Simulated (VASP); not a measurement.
# MgO (MgO (Fm-3m)): single point with PBE

Crystal: MgO (MgO (Fm-3m)).

```
Mg O
1.0
    12.76314    0.00000    0.00000
     0.00000   12.76314    0.00000
     0.00000    0.00000   12.76314
Mg O
108 108
Direct
  0.00000 0.00000 0.00000
  0.00000 0.16667 0.16667
  0.16667 0.00000 0.16667
  0.16667 0.16667 0.00000
  0.00000 0.00000 0.33333
  0.00000 0.16667 0.50000
  0.16667 0.00000 0.50000
  0.16667 0.16667 0.33333
  0.00000 0.00000 0.66667
  0.00000 0.16667 0.83333
  0.16667 0.00000 0.83333
  0.16667 0.16667 0.66667
  0.00000 0.33333 0.00000
  0.00000 0.50000 0.16667
  0.16667 0.33333 0.16667
  0.16667 0.50000 0.00000
  0.00000 0.33333 0.33333
  0.00000 0.50000 0.50000
  0.16667 0.33333 0.50000
  0.16667 0.50000 0.33333
  0.00000 0.33333 0.66667
  0.00000 0.50000 0.83333
  0.16667 0.33333 0.83333
  0.16667 0.50000 0.66667
  0.00000 0.66667 0.00000
  0.00000 0.83333 0.16667
  0.16667 0.66667 0.16667
  0.16667 0.83333 0.00000
  0.00000 0.66667 0.33333
  0.00000 0.83333 0.50000
  0.16667 0.66667 0.50000
  0.16667 0.83333 0.33333
  0.00000 0.66667 0.66667
  0.00000 0.83333 0.83333
  0.16667 0.66667 0.83333
  0.16667 0.83333 0.66667
  0.33333 0.00000 0.00000
  0.33333 0.16667 0.16667
  0.50000 0.00000 0.16667
  0.50000 0.16667 0.00000
  0.33333 0.00000 0.33333
  0.33333 0.16667 0.50000
  0.50000 0.00000 0.50000
  0.50000 0.16667 0.33333
  0.33333 0.00000 0.66667
  0.33333 0.16667 0.83333
  0.50000 0.00000 0.83333
  0.50000 0.16667 0.66667
  0.33333 0.33333 0.00000
  0.33333 0.50000 0.16667
  0.50000 0.33333 0.16667
  0.50000 0.50000 0.00000
  0.33333 0.33333 0.33333
  0.33333 0.50000 0.50000
  0.50000 0.33333 0.50000
  0.50000 0.50000 0.33333
  0.33333 0.33333 0.66667
  0.33333 0.50000 0.83333
  0.50000 0.33333 0.83333
  0.50000 0.50000 0.66667
  0.33333 0.66667 0.00000
  0.33333 0.83333 0.16667
  0.50000 0.66667 0.16667
  0.50000 0.83333 0.00000
  0.33333 0.66667 0.33333
  0.33333 0.83333 0.50000
  0.50000 0.66667 0.50000
  0.50000 0.83333 0.33333
  0.33333 0.66667 0.66667
  0.33333 0.83333 0.83333
  0.50000 0.66667 0.83333
  0.50000 0.83333 0.66667
  0.66667 0.00000 0.00000
  0.66667 0.16667 0.16667
  0.83333 0.00000 0.16667
  0.83333 0.16667 0.00000
  0.66667 0.00000 0.33333
  0.66667 0.16667 0.50000
  0.83333 0.00000 0.50000
  0.83333 0.16667 0.33333
  0.66667 0.00000 0.66667
  0.66667 0.16667 0.83333
  0.83333 0.00000 0.83333
  0.83333 0.16667 0.66667
  0.66667 0.33333 0.00000
  0.66667 0.50000 0.16667
  0.83333 0.33333 0.16667
  0.83333 0.50000 0.00000
  0.66667 0.33333 0.33333
  0.66667 0.50000 0.50000
  0.83333 0.33333 0.50000
  0.83333 0.50000 0.33333
  0.66667 0.33333 0.66667
  0.66667 0.50000 0.83333
  0.83333 0.33333 0.83333
  0.83333 0.50000 0.66667
  0.66667 0.66667 0.00000
  0.66667 0.83333 0.16667
  0.83333 0.66667 0.16667
  0.83333 0.83333 0.00000
  0.66667 0.66667 0.33333
  0.66667 0.83333 0.50000
  0.83333 0.66667 0.50000
  0.83333 0.83333 0.33333
  0.66667 0.66667 0.66667
  0.66667 0.83333 0.83333
  0.83333 0.66667 0.83333
  0.83333 0.83333 0.66667
  0.00000 0.00000 0.16667
  0.00000 0.16667 0.00000
  0.16667 0.00000 0.00000
  0.16667 0.16667 0.16667
  0.00000 0.00000 0.50000
  0.00000 0.16667 0.33333
  0.16667 0.00000 0.33333
  0.16667 0.16667 0.50000
  0.00000 0.00000 0.83333
  0.00000 0.16667 0.66667
  0.16667 0.00000 0.66667
  0.16667 0.16667 0.83333
  0.00000 0.33333 0.16667
  0.00000 0.50000 0.00000
  0.16667 0.33333 0.00000
  0.16667 0.50000 0.16667
  0.00000 0.33333 0.50000
  0.00000 0.50000 0.33333
  0.16667 0.33333 0.33333
  0.16667 0.50000 0.50000
  0.00000 0.33333 0.83333
  0.00000 0.50000 0.66667
  0.16667 0.33333 0.66667
  0.16667 0.50000 0.83333
  0.00000 0.66667 0.16667
  0.00000 0.83333 0.00000
  0.16667 0.66667 0.00000
  0.16667 0.83333 0.16667
  0.00000 0.66667 0.50000
  0.00000 0.83333 0.33333
  0.16667 0.66667 0.33333
  0.16667 0.83333 0.50000
  0.00000 0.66667 0.83333
  0.00000 0.83333 0.66667
  0.16667 0.66667 0.66667
  0.16667 0.83333 0.83333
  0.33333 0.00000 0.16667
  0.33333 0.16667 0.00000
  0.50000 0.00000 0.00000
  0.50000 0.16667 0.16667
  0.33333 0.00000 0.50000
  0.33333 0.16667 0.33333
  0.50000 0.00000 0.33333
  0.50000 0.16667 0.50000
  0.33333 0.00000 0.83333
  0.33333 0.16667 0.66667
  0.50000 0.00000 0.66667
  0.50000 0.16667 0.83333
  0.33333 0.33333 0.16667
  0.33333 0.50000 0.00000
  0.50000 0.33333 0.00000
  0.50000 0.50000 0.16667
  0.33333 0.33333 0.50000
  0.33333 0.50000 0.33333
  0.50000 0.33333 0.33333
  0.50000 0.50000 0.50000
  0.33333 0.33333 0.83333
  0.33333 0.50000 0.66667
  0.50000 0.33333 0.66667
  0.50000 0.50000 0.83333
  0.33333 0.66667 0.16667
  0.33333 0.83333 0.00000
  0.50000 0.66667 0.00000
  0.50000 0.83333 0.16667
  0.33333 0.66667 0.50000
  0.33333 0.83333 0.33333
  0.50000 0.66667 0.33333
  0.50000 0.83333 0.50000
  0.33333 0.66667 0.83333
  0.33333 0.83333 0.66667
  0.50000 0.66667 0.66667
  0.50000 0.83333 0.83333
  0.66667 0.00000 0.16667
  0.66667 0.16667 0.00000
  0.83333 0.00000 0.00000
  0.83333 0.16667 0.16667
  0.66667 0.00000 0.50000
  0.66667 0.16667 0.33333
  0.83333 0.00000 0.33333
  0.83333 0.16667 0.50000
  0.66667 0.00000 0.83333
  0.66667 0.16667 0.66667
  0.83333 0.00000 0.66667
  0.83333 0.16667 0.83333
  0.66667 0.33333 0.16667
  0.66667 0.50000 0.00000
  0.83333 0.33333 0.00000
  0.83333 0.50000 0.16667
  0.66667 0.33333 0.50000
  0.66667 0.50000 0.33333
  0.83333 0.33333 0.33333
  0.83333 0.50000 0.50000
  0.66667 0.33333 0.83333
  0.66667 0.50000 0.66667
  0.83333 0.33333 0.66667
  0.83333 0.50000 0.83333
  0.66667 0.66667 0.16667
  0.66667 0.83333 0.00000
  0.83333 0.66667 0.00000
  0.83333 0.83333 0.16667
  0.66667 0.66667 0.50000
  0.66667 0.83333 0.33333
  0.83333 0.66667 0.33333
  0.83333 0.83333 0.50000
  0.66667 0.66667 0.83333
  0.66667 0.83333 0.66667
  0.83333 0.66667 0.66667
  0.83333 0.83333 0.83333
```

```yaml
Program: VASP 6.6.1
Task: single point
Functional: PBE
Potentials_or_basis: VASP PAW PBE potentials, release 64 (Mg, O)
Cutoff: 520 eV
k_mesh: 1 × 1 × 1
Occupations: fermi-dirac, width 0.01 eV
Spin: no spin polarisation
```

```
Pressure               : -0.8 GPa
Band gap on the k mesh : 4.44 eV
```

Levels at points of the mesh, in eV from the valence-band top:
| k point | band 428 | band 429 | band 430 | band 431 | band 432 | band 433 | band 434 | band 435 | band 436 | band 437 |
| --- | --- | --- | --- | --- | --- | --- | --- | --- | --- | --- |
| (0.00, 0.00, 0.00) | -0.30 | -0.30 | 0.00 | 0.00 | 0.00 | 4.44 | 6.34 | 6.34 | 6.34 | 6.34 |

Run time: 4 min on 1 × NVIDIA H100 80GB with 1 thread of Intel(R) Xeon(R) Platinum 8481C CPU @ 2.70GHz (Sapphire Rapids), with other jobs on the host, peak memory 2.1 GiB.

Caveat: the k points lie up to 0.49 Å⁻¹ apart. Expect the measured gap to be larger: semilocal functionals such as PBE lack the derivative discontinuity.
